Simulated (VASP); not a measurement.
# CoO (Fm-3m) in VASP: a run that goes wrong, beside a sound one

Two runs on CoO: the first has a flaw, the second is sound.

Program: VASP 6.6.1. These are calculated values, not measurements. Logs are shortened: lines on timing, memory, paths and dates and some standing lists are left out, and cuts for length are marked.

### 1 The cell of the first run

Symmetry: Fm-3m, No. 225, cubic system. Conventional cell: a = 4.263 Å, b = 4.263 Å, c = 4.263 Å, α = 90.00°, β = 90.00°, γ = 90.00°. Co (site symmetry m-3m) has 6 O at 2.13 Å within 2.8 Å. O (site symmetry m-3m) has 6 Co at 2.13 Å within 2.8 Å.

### 2 A run with an altered input

The input, INCAR:

```
SYSTEM = CoO
  GGA = PE
  ISPIN = 2
  MAGMOM = 2 0
  LORBIT = 11
  LDAU = .TRUE.
  LDAUTYPE = 2
  LDAUL = 2 -1
  LDAUU = 5 0
  LDAUJ = 0 0
  ISMEAR = -5
  SIGMA = 0.1
  LWAVE = .FALSE.
  LCHARG = .FALSE.
  NBANDS = 25
  PREC = Accurate
  LASPH = .TRUE.
  LREAL = .FALSE.
  ALGO = Normal
  EDIFF = 1E-6
  NELM = 68
  GGA_COMPAT = .FALSE.
  ENCUT = 460
  LMAXMIX = 4
```

The input, KPOINTS:

```
Automatic mesh
0
Gamma
  1 1 1
  0 0 0
```

The input, KPOINTS_OPT:

```
path GXWKGLUWLK,UX
12
line-mode
reciprocal
 0.0000000000  0.0000000000  0.0000000000  G
 0.5000000000  0.0000000000  0.5000000000  X

 0.5000000000  0.0000000000  0.5000000000  X
 0.5000000000  0.2500000000  0.7500000000  W

 0.5000000000  0.2500000000  0.7500000000  W
 0.3750000000  0.3750000000  0.7500000000  K

 0.3750000000  0.3750000000  0.7500000000  K
 0.0000000000  0.0000000000  0.0000000000  G

 0.0000000000  0.0000000000  0.0000000000  G
 0.5000000000  0.5000000000  0.5000000000  L

 0.5000000000  0.5000000000  0.5000000000  L
 0.6250000000  0.2500000000  0.6250000000  U

 0.6250000000  0.2500000000  0.6250000000  U
 0.5000000000  0.2500000000  0.7500000000  W

 0.5000000000  0.2500000000  0.7500000000  W
 0.5000000000  0.5000000000  0.5000000000  L

 0.5000000000  0.5000000000  0.5000000000  L
 0.3750000000  0.3750000000  0.7500000000  K

 0.6250000000  0.2500000000  0.6250000000  U
 0.5000000000  0.0000000000  0.5000000000  X
```

The input, POSCAR:

```
CoO
1.0
    0.0000000000      2.1315000000      2.1315000000
    2.1315000000      0.0000000000      2.1315000000
    2.1315000000      2.1315000000      0.0000000000
Co O
1 1
Direct
    0.0000000000      0.0000000000      0.0000000000
    0.5000000000      0.5000000000      0.5000000000
```

Potentials or basis: VASP PAW PBE potentials, release 64 (Co, O).

Started as:

```
$ cat potpaw_PBE.64/Co/POTCAR potpaw_PBE.64/O/POTCAR > POTCAR
$ mpirun -np 2 vasp_std > vasp.out
```

OUTCAR:

```text
SYSTEM = CoO
   GGA = PE
   ISPIN = 2
   LORBIT = 11
   ISMEAR = -5
   PREC = Accurate
   LASPH = .TRUE.
   LREAL = .FALSE.
   EDIFF = 1E-6
   NELM = 68
   ENCUT = 460

|       ---->  I REFUSE TO CONTINUE WITH THIS SICK JOB ... BYE!!! <----       |
|                                                                             |
 -----------------------------------------------------------------------------
```

On the terminal:

```text
POSCAR found type information on POSCAR CoO
 POSCAR found :  2 types and       2 ions
[... 17 lines left out ...]

1
1
```

stdout:

```text
POSCAR found type information on POSCAR CoO
 POSCAR found :  2 types and       2 ions
 scaLAPACK will be used
 LDA part: xc-table for (Slater+PW92), standard interpolation
 -----------------------------------------------------------------------------
|                                                                             |
|     EEEEEEE  RRRRRR   RRRRRR   OOOOOOO  RRRRRR      ###     ###     ###     |
|     E        R     R  R     R  O     O  R     R     ###     ###     ###     |
|     E        R     R  R     R  O     O  R     R     ###     ###     ###     |
|     EEEEE    RRRRRR   RRRRRR   O     O  RRRRRR       #       #       #      |
|     E        R   R    R   R    O     O  R   R                               |
|     E        R    R   R    R   O     O  R    R      ###     ###     ###     |
|     EEEEEEE  R     R  R     R  OOOOOOO  R     R     ###     ###     ###     |
|                                                                             |
|     IBZKPT: tetrahedron method fails for NKPT<4. NKPT = 1                   |
|                                                                             |
|       ---->  I REFUSE TO CONTINUE WITH THIS SICK JOB ... BYE!!! <----       |
|                                                                             |
 -----------------------------------------------------------------------------

1
1
```

It took 2.5 s on 2 MPI ranks of Intel Xeon 6975P-C (Granite Rapids), shared host.

The program refused the input. What is wrong with the input: tetrahedra on too few k points (ISMEAR = -5; KPAR = left out; k = 1 × 1 × 1).

### 3 Band structure, PBE+U, collinear spin, ferromagnetic start

Edit INCAR of step 2 so:

```diff
@@ -10,3 +10,3 @@
   LDAUJ = 0 0
-  ISMEAR = -5
+  ISMEAR = 2
   SIGMA = 0.1
@@ -20,3 +20,3 @@
   EDIFF = 1E-6
-  NELM = 68
+  NELM = 200
   GGA_COMPAT = .FALSE.
@@ -24 +24,2 @@
   LMAXMIX = 4
+  KPAR = 2
```

The input, KPOINTS:

```
Automatic mesh
0
Gamma
  12 12 12
  0 0 0
```

KPOINTS_OPT is that of step 2.

POSCAR is that of step 2.

Potentials or basis: VASP PAW PBE potentials, release 64 (Co, O).

Started as:

```
$ cat potpaw_PBE.64/Co/POTCAR potpaw_PBE.64/O/POTCAR > POTCAR
$ mpirun -np 2 vasp_std > vasp.out
```

Wall time 24 s (2 MPI ranks of Intel Xeon 6975P-C (Granite Rapids), shared host); peak memory 0.19 GiB.

Results (log left out):

```yaml
Free_energy: -10.4941 eV
Pressure: -3.4 GPa
Band_gap_along_the_path: zero within the smearing
Net_moment: 3.00 μB per cell
Site_moments: Co +2.77; O +0.23 μB
Valence_electrons_inside_the_program's_atomic_spheres: Co 7.81; O 5.01
```

Levels at the corners of the path, in eV from the Fermi level:
Spin up:
| point | band 6 | band 7 | band 8 | band 9 | band 10 | band 11 | band 12 | band 13 |
| --- | --- | --- | --- | --- | --- | --- | --- | --- |
| Γ | -4.67 | -2.07 | -2.07 | -2.07 | 1.87 | 17.47 | 17.47 | 17.47 |
| X | -3.79 | -3.79 | -3.31 | -3.31 | 6.60 | 10.78 | 11.26 | 16.60 |
| X | -3.79 | -3.79 | -3.31 | -3.31 | 6.60 | 10.78 | 11.26 | 16.60 |
| W | -3.79 | -3.21 | -3.21 | -2.00 | 8.86 | 10.63 | 10.63 | 13.45 |
| W | -3.79 | -3.21 | -3.21 | -2.00 | 8.86 | 10.63 | 10.63 | 13.45 |
| K | -3.90 | -3.24 | -2.97 | -1.69 | 8.19 | 10.13 | 10.64 | 15.88 |
| K | -3.90 | -3.24 | -2.97 | -1.69 | 8.19 | 10.13 | 10.64 | 15.88 |
| Γ | -4.67 | -2.07 | -2.07 | -2.07 | 1.87 | 17.47 | 17.47 | 17.47 |
| Γ | -4.67 | -2.07 | -2.07 | -2.07 | 1.87 | 17.47 | 17.47 | 17.47 |
| L | -4.08 | -2.95 | -0.20 | -0.20 | 5.93 | 10.16 | 14.22 | 14.22 |
| L | -4.08 | -2.95 | -0.20 | -0.20 | 5.93 | 10.16 | 14.22 | 14.22 |
| U | -3.90 | -3.24 | -2.97 | -1.69 | 8.19 | 10.13 | 10.64 | 15.88 |
| U | -3.90 | -3.24 | -2.97 | -1.69 | 8.19 | 10.13 | 10.64 | 15.88 |
| W | -3.79 | -3.21 | -3.21 | -2.00 | 8.86 | 10.63 | 10.63 | 13.45 |
| W | -3.79 | -3.21 | -3.21 | -2.00 | 8.86 | 10.63 | 10.63 | 13.45 |
| L | -4.08 | -2.95 | -0.20 | -0.20 | 5.93 | 10.16 | 14.22 | 14.22 |
| L | -4.08 | -2.95 | -0.20 | -0.20 | 5.93 | 10.16 | 14.22 | 14.22 |
| K | -3.90 | -3.24 | -2.97 | -1.69 | 8.19 | 10.13 | 10.64 | 15.88 |
| U | -3.90 | -3.24 | -2.97 | -1.69 | 8.19 | 10.13 | 10.64 | 15.88 |
| X | -3.79 | -3.79 | -3.31 | -3.31 | 6.60 | 10.78 | 11.26 | 16.60 |
Spin down:
```
point  band 3  band 4  band 5  band 6  band 7  band 8  band 9  band 10
    Γ   -1.63   -1.63   -1.15   -1.15   -1.15    2.37    2.76     2.76
    X   -2.89   -2.89   -2.18    0.00    0.00    3.26    3.62     7.59
    X   -2.89   -2.89   -2.18    0.00    0.00    3.26    3.62     7.59
    W   -4.77   -3.81   -0.34   -0.34    0.00    3.55    4.10     9.89
    W   -4.77   -3.81   -0.34   -0.34    0.00    3.55    4.10     9.89
    K   -4.76   -3.08   -0.88   -0.14    0.10    3.72    4.10     9.07
    K   -4.76   -3.08   -0.88   -0.14    0.10    3.72    4.10     9.07
    Γ   -1.63   -1.63   -1.15   -1.15   -1.15    2.37    2.76     2.76
    Γ   -1.63   -1.63   -1.15   -1.15   -1.15    2.37    2.76     2.76
    L   -3.32   -3.32   -0.09   -0.09    0.21    5.00    5.00     6.17
    L   -3.32   -3.32   -0.09   -0.09    0.21    5.00    5.00     6.17
    U   -4.76   -3.08   -0.88   -0.14    0.10    3.72    4.10     9.07
    U   -4.76   -3.08   -0.88   -0.14    0.10    3.72    4.10     9.07
    W   -4.77   -3.81   -0.34   -0.34    0.00    3.55    4.10     9.89
    W   -4.77   -3.81   -0.34   -0.34    0.00    3.55    4.10     9.89
    L   -3.32   -3.32   -0.09   -0.09    0.21    5.00    5.00     6.17
    L   -3.32   -3.32   -0.09   -0.09    0.21    5.00    5.00     6.17
    K   -4.76   -3.08   -0.88   -0.14    0.10    3.72    4.10     9.07
    U   -4.76   -3.08   -0.88   -0.14    0.10    3.72    4.10     9.07
    X   -2.89   -2.89   -2.18    0.00    0.00    3.26    3.62     7.59
```

Caveat: the cutoff is under 1.25 times the usual one of these potentials, so pressure, stress and relaxed cells hold a basis-set (Pulay) error; the cell stands under tension; a cell with one magnetic atom can't hold antiferromagnetic order, which such compounds often take. The state reached can hang on the start; a lower one may exist.
